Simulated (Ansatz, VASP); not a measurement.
# TiO2 in VASP and in Ansatz

The input POSCAR:

```
TiO2
1.0
    3.8273490000      0.0000000000      0.0000000000
   -0.0008784179      3.8273488992      0.0000000000
   -1.8619738737     -1.8624012659      4.7966369089
Ti O
2 4
Direct
    0.1341100000      0.8658900000      0.2500000000
    0.8658900000      0.1341100000      0.7500000000
    0.3312210000      0.0887550000      0.6671490000
    0.6687790000      0.9112450000      0.3328510000
    0.9112450000      0.6687790000      0.8328510000
    0.0887550000      0.3312210000      0.1671490000
```

Contents of INCAR.step1:

```
ALGO     = Normal         # electronic algorithm
EDIFF    = 1E-4           # SCF threshold, eV
ENCUT    = 520            # plane-wave cutoff, eV
GGA      = PE             # functional
ISMEAR   = 0              # smearing method
LASPH    = True           # aspherical terms in the spheres
LCHARG   = False          # write CHGCAR
LREAL    = False          # projectors in reciprocal space
LWAVE    = True           # write WAVECAR
NBANDS   = 33             # bands
NELM     = 80             # most SCF steps
PREC     = Accurate       # precision mode
SIGMA    = 0.01           # smearing width, eV
```

Contents of INCAR.step2:

```
ALGO     = Normal         # electronic algorithm
EDIFF    = 1E-6           # SCF threshold, eV
ENCUT    = 520            # plane-wave cutoff, eV
ISIF     = 2              # what is computed and relaxed
ISMEAR   = 0              # smearing method
ISTART   = 1            
LASPH    = True           # aspherical terms in the spheres
LCHARG   = True           # write CHGCAR
LELF     = True           # ELF
LMIXTAU  = True         
LREAL    = False          # projectors in reciprocal space
LVHAR    = True         
LWAVE    = False          # write WAVECAR
METAGGA  = R2SCAN         # meta-GGA
NBANDS   = 33             # bands
NELM     = 80             # most SCF steps
PREC     = Accurate       # precision mode
SIGMA    = 0.01           # smearing width, eV
```

The input KPOINTS:

```
k-points
0
Gamma
  5 5 4
```

Input for Ansatz:

```yaml
crystal:
  lattice:
    - [3.827349, 0.0, 0.0]
    - [-0.0008784179102867193, 3.827348899196802, 0.0]
    - [-1.8619738737295592, -1.8624012658840696, 4.796636908908464]
  atoms:
    - { symbol: Ti, position: [0.13411, 0.8658899999999999, 0.25] }
    - { symbol: Ti, position: [0.86589, 0.13411, 0.75] }
    - { symbol: O, position: [0.33122100000000004, 0.08875500000000001, 0.667149] }
    - { symbol: O, position: [0.668779, 0.9112449999999996, 0.332851] }
    - { symbol: O, position: [0.9112450000000001, 0.6687789999999999, 0.832851] }
    - { symbol: O, position: [0.08875500000000003, 0.33122099999999993, 0.167149] }
kpoints:
  mp_grid:
    grid: [5, 5, 4]
hamiltonian:
  xc: r2scan
  pseudopotentials:
    kind: paw
scf:
  occupations:
    method: fixed
output:
  bader: true
  cutoff_correction: 900.0
  eigenvalues: true
```

Alike in both runs: task single point; functional r2SCAN; k mesh 5 × 5 × 4; no spin polarisation.

|  | VASP | Ansatz |
| --- | --- | --- |
| version | VASP 6.6.1 | Ansatz 0.2.0 |
| potentials or method | VASP PAW PBE potentials, release 64 (Ti_sv, O), cutoff 520 eV | plane waves, PAW |
| occupations | gaussian, width 0.01 eV | fixed |
| valence electrons in the cell | 48 | 48 |

Ansatz gave:

```
gap on the k mesh at the Fermi level (eV) : 2.42
```

Task: Estimate VASP's values.

Result: gap on the k mesh at the Fermi level (eV): 2.44.

VASP's potentials were made for PBE, not for r2SCAN.
